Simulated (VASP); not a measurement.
Here is a VASP 6.6.1 calculation.

Contents of INCAR:

```
SYSTEM = Ta5Ru
  PREC = Accurate
  ENCUT = 520
  EDIFF = 1E-7
  ISMEAR = 0
  SIGMA = 0.1
  LREAL = .FALSE.
  LASPH = .TRUE.
  NELM = 80
  ALGO = Normal
  ISIF = 2
  LWAVE = .FALSE.
  LCHARG = .TRUE.
  GGA = PE
  LELF = .TRUE.
  LVHAR = .TRUE.
  NBANDS = 44
```

Contents of KPOINTS:

```
Automatic mesh
0
G
  6 6 2
  0 0 0
```

The input POSCAR:

```
Ta5Ru
1.0
    2.8636759600      0.0000000000      0.0000000000
   -1.4318379800      2.4800161300      0.0000000000
    0.0000000000      0.0000000000     13.6813175500
Ta Ru
5 1
Direct
    0.3333333300      0.6666666700      0.0000000000
    0.3333333300      0.6666666700      0.3333333300
    0.3333333300      0.6666666700      0.6666666700
    0.6666666700      0.3333333300      0.1666666700
    0.6666666700      0.3333333300      0.8333333300
    0.6666666700      0.3333333300      0.5000000000
```

Potentials or basis: VASP PAW PBE potentials, release 64 (Ta_pv, Ru_pv).

The run is started by

```console
$ cat potpaw_PBE.64/Ta_pv/POTCAR potpaw_PBE.64/Ru_pv/POTCAR > POTCAR
$ mpirun -np 1 vasp_std > vasp.out
```

(1) What does it give for the largest force?

(2) What does it give for the pressure?

Results:

(1) 2.525 eV/Å.

(2) 23.6 GPa.

Caveat: the k points lie up to 0.42 Å⁻¹ apart; forces of over 1 eV/Å act on the atoms, so gaps and moduli don't describe the material at rest.
